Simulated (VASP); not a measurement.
# MgS in VASP: settings compared

The runs below take MgS through single point, with PBE, r2SCAN.

All numbers are computed with VASP 6.6.1; they aren't measurements. Logs are shortened: lines on timing, memory, paths and dates and some standing lists are left out, and cuts for length are marked.

## 1. The cell of the first run

It takes space group I4/mmm (No. 139, tetragonal). The conventional cell has a = 3.482 Å, b = 3.482 Å, c = 5.203 Å, α = 90.00°, β = 90.00°, γ = 90.00°. Within 3.3 Å of Mg (site symmetry 4/mmm) lie 6 S at 2.46 to 2.60 Å. S (site symmetry 4/mmm) has 6 Mg at 2.46 to 2.60 Å within 3.3 Å.

## 2. Single point, PBE (biaxial xy strain -5.4%)

File INCAR:

```
SYSTEM = MgS
PREC = Accurate
ENCUT = 520
EDIFF = 1E-6
ISMEAR = -1
SIGMA = 0.02
LREAL = .FALSE.
LASPH = .TRUE.
NELM = 100
ALGO = Normal
ISIF = 2
LWAVE = .FALSE.
LCHARG = .TRUE.
GGA = PE
LELF = .TRUE.
LVHAR = .TRUE.
NBANDS = 11
```

File KPOINTS:

```
Automatic mesh
0
G
  8 8 8
  0 0 0
```

File POSCAR:

```
MgS
1.0
    0.0000000000      2.4620765756      2.6015179370
    2.4620765756      0.0000000000      2.6015179370
    2.4620765756      2.4620765756      0.0000000000
Mg S
1 1
Direct
    0.0000000000      0.0000000000      0.0000000000
    0.5000000000      0.5000000000      0.5000000000
```

Potentials or basis: VASP PAW PBE potentials, release 64 (Mg, S).

Started as:

```console
cat potpaw_PBE.64/Mg/POTCAR potpaw_PBE.64/S/POTCAR > POTCAR
mpirun -np 1 vasp_std > vasp.out
```

OUTCAR:

```text
SYSTEM = MgS
   PREC = Accurate
   ENCUT = 520
   EDIFF = 1E-6
   ISMEAR = -1
   LREAL = .FALSE.
   LASPH = .TRUE.
   NELM = 100
   ISIF = 2
   GGA = PE

 ion  position               nearest neighbor table
   1  0.000  0.000  0.000-   2 2.46   2 2.46   2 2.46   2 2.46   2 2.60   2 2.60
   2  0.500  0.500  0.500-   1 2.46   1 2.46   1 2.46   1 2.46   1 2.60   1 2.60

  LATTYP: Found a body centered tetragonal cell.
 ALAT       =     3.4819020848
 C/A-ratio  =     1.4943084978

  Lattice vectors:

 A1 = (  -2.4620765756,   0.0000000000,   2.6015179370)
 A2 = (   2.4620765756,   0.0000000000,   2.6015179370)
 A3 = (   0.0000000000,   2.4620765756,  -2.6015179370)

Analysis of symmetry for initial positions (statically):
=====================================================================
 Subroutine PRICEL returns:
 Original cell was already a primitive cell.

 Routine SETGRP: Setting up the symmetry group for a
 body centered tetragonal supercell.

 Subroutine GETGRP returns: Found 16 space group operations
 (whereof 16 operations were pure point group operations)
 out of a pool of 16 trial point group operations.

The static configuration has the point symmetry D_4h.

Analysis of symmetry for dynamics (positions and initial velocities):
=====================================================================
 Subroutine PRICEL returns:
 Original cell was already a primitive cell.

 Routine SETGRP: Setting up the symmetry group for a
 body centered tetragonal supercell.

 Subroutine GETGRP returns: Found 16 space group operations
 (whereof 16 operations were pure point group operations)
 out of a pool of 16 trial point group operations.

The dynamic configuration has the point symmetry D_4h.

 Subroutine INISYM returns: Found 16 space group operations
 (whereof 16 operations are pure point group operations),
 and found     1 'primitive' translations

----------------------------------------------------------------------------------------

                                     Primitive cell

  volume of cell :      31.5399

  direct lattice vectors                    reciprocal lattice vectors
     0.000000000  2.462076576  2.601517937    -0.203080605  0.203080605  0.192195484
     2.462076576  0.000000000  2.601517937     0.203080605 -0.203080605  0.192195484
     2.462076576  2.462076576  0.000000000     0.203080605  0.203080605 -0.192195484

  length of vectors
     3.581859383  3.581859383  3.481902085     0.345575706  0.345575706  0.345575706

  position of ions in fractional coordinates (direct lattice)
     0.000000000  0.000000000  0.000000000
     0.500000000  0.500000000  0.500000000

  ion indices of the primitive-cell ions
   primitive index   ion index
                 1           1
                 2           2

----------------------------------------------------------------------------------------

 KPOINTS: Automatic mesh

Automatic generation of k-mesh.
 Grid dimensions read from file:
 generate k-points for:    8    8    8

 Generating k-lattice:

  Cartesian coordinates                     Fractional coordinates (reciprocal lattice)
    -0.025385076  0.025385076  0.024024436     0.125000000 -0.000000000  0.000000000
     0.025385076 -0.025385076  0.024024436    -0.000000000  0.125000000  0.000000000
     0.025385076  0.025385076 -0.024024436     0.000000000  0.000000000  0.125000000

  Length of vectors
     0.043196963  0.043196963  0.043196963

  Shift w.r.t. Gamma in fractional coordinates (k-lattice)
     0.000000000  0.000000000  0.000000000

 Subroutine IBZKPT returns following result:
 ===========================================

 Found     59 irreducible k-points:

 Following reciprocal coordinates:
            Coordinates               Weight
  0.000000  0.000000  0.000000      1.000000
  0.125000  0.000000  0.000000      8.000000
  0.250000  0.000000  0.000000      8.000000
  0.375000  0.000000  0.000000      8.000000
  0.500000  0.000000  0.000000      4.000000
  0.125000  0.125000  0.000000      2.000000
[... 16 lines left out ...]
  0.250000  0.000000  0.125000     16.000000
  0.375000  0.000000  0.125000     16.000000
 [... further k-points ...]
   k-points           NKPTS =     59   k-points in BZ     NKDIM =     59   number of bands    NBANDS=     11
   number of dos      NEDOS =    301   number of ions     NIONS =      2
   total plane-waves  NPLWV =  21952
   dimension x,y,z NGX =    28 NGY =   28 NGZ =   28
   dimension x,y,z NGXF=    56 NGYF=   56 NGZF=   56
   ions per type =               1   1
   NGX,Y,Z   is equivalent  to a cutoff of  13.00, 13.00, 13.37 a.u.
   NGXF,Y,Z  is equivalent  to a cutoff of  25.99, 25.99, 26.74 a.u.
 SYSTEM =  MgS
   PREC   = accura    normal or accurate (medium, high low for compatibility)
   ISTART =      0    job   : 0-new  1-cont  2-samecut
   ICHARG =      2    charge: 1-file 2-atom 10-const
   ISPIN  =      1    spin polarized calculation?
   LNONCOLLINEAR =      F non collinear calculations
   LSORBIT =      F    spin-orbit coupling
   LASPH  =      T    aspherical Exc in radial PAW
   ENCUT  =  520.0 eV  38.22 Ry    6.18 a.u.   6.66  6.66  6.47*2*pi/ulx,y,z
   NELM   =    100;   NELMIN=  2; NELMDL= -5     # of ELM steps
   EDIFF  = 0.1E-05   stopping-criterion for ELM
   LREAL  =      F    real-space projection
   EDIFFG = 0.1E-04   stopping-criterion for IOM
   NSW    =      0    number of steps for IOM
   IBRION =     -1    ionic relax: 0-MD 1-quasi-New 2-CG
   NFREE  =      0    steps in history (QN), initial steepest desc. (CG)
   ISIF   =      2    stress and relaxation
   ISYM   =      2    0-nonsym 1-usesym 2-fastsym
   POTIM  = 0.5000    time-step for ionic-motion
   TEBEG  =    0.0;   TEEND  =   0.0 temperature during run
   PSTRESS=    0.0 pullay stress
   NELECT =       8.0000    total number of electrons
   NUPDOWN=      -1.0000    fix difference up-down
   EMIN   =  10.00;   EMAX   =-10.00  energy-range for DOS
   EFERMI =   0.00;   METHOD = LEGACY
   ISMEAR =    -1;   SIGMA  =   0.02  broadening in eV -4-tet -1-fermi 0-gaus
   EFERMI_NEDOS =   21; number of points for ismear=-14 and -15
   IALGO  =     38    algorithm
   IMIX   =      4    mixing-type and parameters
     AMIX     =   0.40;   BMIX     =  1.00
     AMIX_MAG =   1.60;   BMIX_MAG =  1.00
  volume/ion in A,a.u.               =      15.77       106.42
  Fermi-wavevector in a.u.,A,eV,Ry     =   1.036298  1.958320 14.611494  1.073914
  Thomas-Fermi vector in A             =   2.170683
   LORBIT       =      0    0 simple, 1 ext, 2 COOP (PROOUT), +10 PAW based schemes
   GGA     = PE    functional components
   LHFCALC =     F    Hartree Fock is set to
   AEXX    =    0.0000 exact exchange contribution
   IVDW    =     0    specifies the selected vdW correction
   LEPSILON=     F    determine dielectric tensor
   LRPA    =     F    only Hartree local field effects (RPA)
 non-spin polarized calculation
  energy-cutoff  :      520.00
  volume of cell :       31.54
 maximum number of plane-waves:       885
   NGX = 13   NGY = 13   NGZ = 13

 number of electron       8.0000001 magnetization

 Free energy of the ion-electron system (eV)
  ---------------------------------------------------
  ext. energy  EPLUGINS =         0.00000000
  ---------------------------------------------------
  free energy    TOTEN  =        -8.33314153 eV

  energy without entropy =       -8.33314153  energy(sigma->0) =       -8.33314153

 E-fermi :   5.2975     XC(G=0): -10.1477

 val. band max:        4.8977683643   @ k =   0.0000   0.0000   0.0000
 cond. band min:       7.6859231767   @ k =   0.5000   0.0000   0.5000
 fundamental gap:      2.7881548124
 Fermi energy:         5.2975241408

 k-point     1 :       0.0000    0.0000    0.0000
  band No.  band energies     occupation
      1      -8.5833      2.00000
      2       4.6957      2.00000
      3       4.6957      2.00000
      4       4.8978      2.00000
      5       9.3989      0.00000
      6      12.2333      0.00000
      7      12.8521      0.00000
      8      12.8521      0.00000
      9      14.8138      0.00000
     10      15.6305      0.00000
     11      17.5788      0.00000

 k-point     2 :       0.1250    0.0000    0.0000
  band No.  band energies     occupation
      1      -8.4042      2.00000
      2       3.6275      2.00000
      3       4.6000      2.00000
      4       4.6807      2.00000
      5      10.1177      0.00000
      6      12.3869      0.00000
      7      12.7463      0.00000
      8      13.1723      0.00000
      9      14.3744      0.00000
     10      14.9910      0.00000
     11      18.1306      0.00000

 k-point     3 :       0.2500    0.0000    0.0000
  band No.  band energies     occupation
      1      -7.9131      2.00000
      2       1.6658      2.00000
      3       4.3324      2.00000
      4       4.3914      2.00000
      5      10.0727      0.00000
      6      12.3629      0.00000
      7      13.0511      0.00000
      8      13.7482      0.00000
      9      15.2374      0.00000
     10      15.3093      0.00000
     11      17.4882      0.00000

 k-point     4 :       0.3750    0.0000    0.0000
  band No.  band energies     occupation
      1      -7.2941      2.00000
      2       0.0029      2.00000
      3       4.0375      2.00000
      4       4.2083      2.00000
      5       9.5904      0.00000
      6      11.7835      0.00000
      7      12.3880      0.00000
      8      15.7329      0.00000
      9      16.8993      0.00000
     10      17.2707      0.00000
     11      17.5494      0.00000
[... 239 lines left out ...]
 k-point    22 :       0.1250    0.0000    0.1250
  band No.  band energies     occupation
      1      -8.3347      2.00000
      2       3.6507      2.00000
      3       4.2350      2.00000
      4       4.5225      2.00000
      5      10.5118      0.00000
      6      11.7146      0.00000
      7      13.1813      0.00000
      8      13.4921      0.00000
      9      13.8169      0.00000
     10      15.3193      0.00000
     11      18.5632      0.00000

 k-point    23 :       0.2500    0.0000    0.1250
  band No.  band energies     occupation
      1      -7.9398      2.00000
      2       2.1750      2.00000
      3       3.9641      2.00000
      4       4.1657      2.00000
      5      10.6994      0.00000
      6      11.7520      0.00000
      7      12.6637      0.00000
      8      13.5576      0.00000
      9      14.9134      0.00000
     10      15.9917      0.00000
     11      18.8546      0.00000

 k-point    24 :       0.3750    0.0000    0.1250
  band No.  band energies     occupation
      1      -7.3516      2.00000
      2       0.5325      2.00000
      3       3.7179      2.00000
      4       3.7776      2.00000
      5      10.1672      0.00000
      6      11.8174      0.00000
      7      12.8851      0.00000
      8      13.4489      0.00000
      9      16.9693      0.00000
     10      18.0671      0.00000
     11      18.4875      0.00000

 [... further k-points ...]

------------------------ aborting loop because EDIFF is reached ----------------------------------------

  FORCE on cell =-STRESS in cart. coord.  units (eV):
  Direction    XX          YY          ZZ          XY          YZ          ZX
  --------------------------------------------------------------------------------------
  -------------------------------------------------------------------------------------
  Total        3.0494321      3.0494321      1.1731062      0.0000000      0.0000000      0.0000000
  in kB      154.9064914    154.9064914     59.5920051      0.0000000      0.0000000      0.0000000
  external PRESSURE =     123.1349959 kB  Pullay stress =       0.0000000 kB

 VOLUME and BASIS-vectors are now :
 -----------------------------------------------------------------------------
  energy-cutoff  :      520.00
  volume of cell :       31.54
      direct lattice vectors                 reciprocal lattice vectors
     0.000000000  2.462076576  2.601517937    -0.203080605  0.203080605  0.192195484
     2.462076576  0.000000000  2.601517937     0.203080605 -0.203080605  0.192195484
     2.462076576  2.462076576  0.000000000     0.203080605  0.203080605 -0.192195484

 POSITION                                       TOTAL-FORCE (eV/Angst)
 -----------------------------------------------------------------------------------
      0.00000      0.00000      0.00000         0.000000      0.000000      0.000000
      2.46208      2.46208      2.60152        -0.000000     -0.000000     -0.000000
 -----------------------------------------------------------------------------------
    total drift:                                0.000000      0.000000      0.000000

  FREE ENERGIE OF THE ION-ELECTRON SYSTEM (eV)
  ---------------------------------------------------
  free  energy   TOTEN  =        -8.3331415264 eV

  energy  without entropy=       -8.3331415264  energy(sigma->0) =       -8.33314153
```

Run time: 9.2 s. Hardware: 1 thread of Intel Xeon 6975P-C (Granite Rapids), shared host; peak memory 0.17 GiB.

What came out:

* Free energy: -8.3331 eV
* Pressure: 12.3 GPa
* Band gap on the k mesh: 2.79 eV, indirect (least direct gap 4.50 eV)

Levels at points of the mesh, in eV from the valence-band top:
| k point | band 2 | band 3 | band 4 | band 5 | band 6 | band 7 |
| --- | --- | --- | --- | --- | --- | --- |
| (0.00, 0.00, 0.00) | -0.20 | -0.20 | 0.00 | 4.50 | 7.34 | 7.95 |
| (0.50, 0.00, 0.00) | -5.58 | -0.97 | -0.76 | 4.51 | 6.67 | 7.23 |
| (0.50, 0.50, 0.00) | -4.99 | -1.88 | -1.88 | 3.16 | 4.03 | 12.62 |
| (0.50, 0.00, 0.50) | -4.90 | -2.41 | -1.92 | 2.79 | 3.84 | 12.99 |

Caveat: the cell differs from its parent crystal (biaxial xy strain -5.4%). A k mesh can miss the band edges.

## 3. Single point, PBE (uniaxial x strain +0.3%)

File INCAR:

```
  ALGO = Normal
  EDIFF = 1E-7
  ENCUT = 520
  GGA = PE
  ISIF = 2
  ISMEAR = -1
  LASPH = True
  LCHARG = False
  LREAL = False
  LWAVE = False
  NBANDS = 11
  NELM = 60
  PREC = Accurate
  SIGMA = 0.02
```

File KPOINTS:

```
k-points
0
Gamma
  8 8 8
```

File POSCAR:

```
MgS
1.0
    0.0000000000      2.6015179370      2.6015179370
    2.6106232498      0.0000000000      2.6015179370
    2.6106232498      2.6015179370      0.0000000000
Mg S
1 1
Direct
    0.0000000000      0.0000000000      0.0000000000
    0.5000000000      0.5000000000      0.5000000000
```

Potentials or basis: VASP PAW PBE potentials, release 64 (Mg, S).

Started as:

```console
cat potpaw_PBE.64/Mg/POTCAR potpaw_PBE.64/S/POTCAR > POTCAR
mpirun -np 1 vasp_std > vasp.out
```

It took 9.7 s on 1 thread of Intel Xeon 6975P-C (Granite Rapids), shared host; peak memory 0.17 GiB.

Results (log left out):

| Quantity | Value |
| --- | --- |
| Free energy | -8.5023 eV |
| Pressure | 0.6 GPa |
| Band gap on the k mesh | 2.75 eV, indirect (least direct gap 3.67 eV) |

Stress tensor (GPa, compression positive):
```
0.37 0.00 0.00
0.00 0.72 0.00
0.00 0.00 0.72
```

Levels at points of the mesh, in eV from the valence-band top:
| k point | band 2 | band 3 | band 4 | band 5 | band 6 | band 7 |
| --- | --- | --- | --- | --- | --- | --- |
| (0.00, 0.00, 0.00) | -0.02 | -0.02 | 0.00 | 3.67 | 7.92 | 7.96 |
| (0.50, 0.00, 0.00) | -4.82 | -0.60 | -0.59 | 4.53 | 6.88 | 6.91 |
| (0.50, 0.50, 0.00) | -4.18 | -1.70 | -1.67 | 2.75 | 4.39 | 11.97 |
| (0.00, 0.50, 0.50) | -4.19 | -1.67 | -1.67 | 2.77 | 4.40 | 11.94 |

Caveat: the cell differs from its parent crystal (uniaxial x strain +0.3%). A k mesh can miss the band edges.

## 4. Single point, PBE (strain along [111] -5.0%)

File INCAR:

```
ALGO     = Normal         # electronic algorithm
EDIFF    = 1E-6           # SCF threshold, eV
ENCUT    = 520            # plane-wave cutoff, eV
GGA      = PE             # functional
ISIF     = 2              # what is computed and relaxed
ISMEAR   = -1             # smearing method
LASPH    = T              # aspherical terms in the spheres
LCHARG   = F              # write CHGCAR
LREAL    = F              # projectors in reciprocal space
LWAVE    = F              # write WAVECAR
NBANDS   = 11             # bands
NELM     = 60             # most SCF steps
PREC     = Accurate       # precision mode
SIGMA    = 0.02           # smearing width, eV
```

KPOINTS is that of step 3.

File POSCAR:

```
MgS
1.0
   -0.0865438300      2.5149741070      2.5149741070
    2.5149741070     -0.0865438300      2.5149741070
    2.5149741070      2.5149741070     -0.0865438300
Mg S
1 1
Direct
    0.0000000000      0.0000000000      0.0000000000
    0.5000000000      0.5000000000      0.5000000000
```

Started as:

```console
cat potpaw_PBE.64/Mg/POTCAR potpaw_PBE.64/S/POTCAR > POTCAR
mpirun -np 1 vasp_std > vasp.out
```

Run time: 9.4 s. Hardware: 1 thread of Intel Xeon 6975P-C (Granite Rapids), shared host; peak memory 0.17 GiB.

The run converged. Its results:

| Property | Result |
| --- | --- |
| Free energy | -8.4483 eV |
| Pressure | 5.3 GPa |
| Band gap on the k mesh | 2.52 eV, indirect (least direct gap 3.76 eV) |

Stress tensor (GPa, compression positive):
```
5.32 1.85 1.85
1.85 5.32 1.85
1.85 1.85 5.32
```

Levels at points of the mesh, in eV from the valence-band top:
| k point | band 1 | band 2 | band 3 | band 4 | band 5 | band 6 | band 7 | band 8 | band 9 |
| --- | --- | --- | --- | --- | --- | --- | --- | --- | --- |
| (0.00, 0.00, 0.00) | -13.28 | -0.46 | -0.46 | 0.00 | 3.76 | 7.32 | 7.32 | 8.29 | 10.12 |
| (0.50, 0.00, 0.00) | -11.88 | -5.47 | -1.00 | -0.74 | 4.41 | 6.57 | 7.08 | 10.39 | 12.02 |
| (0.50, 0.50, 0.00) | -11.42 | -4.77 | -2.33 | -1.87 | 2.52 | 3.99 | 12.02 | 12.60 | 13.49 |
| (0.50, 0.50, 0.50) | -11.68 | -5.25 | -1.20 | -1.20 | 3.94 | 6.26 | 6.26 | 10.15 | 12.39 |

Caveat: the cell differs from its parent crystal (strain along [111] -5.0%).

(Part 1 of 2 ends here.)
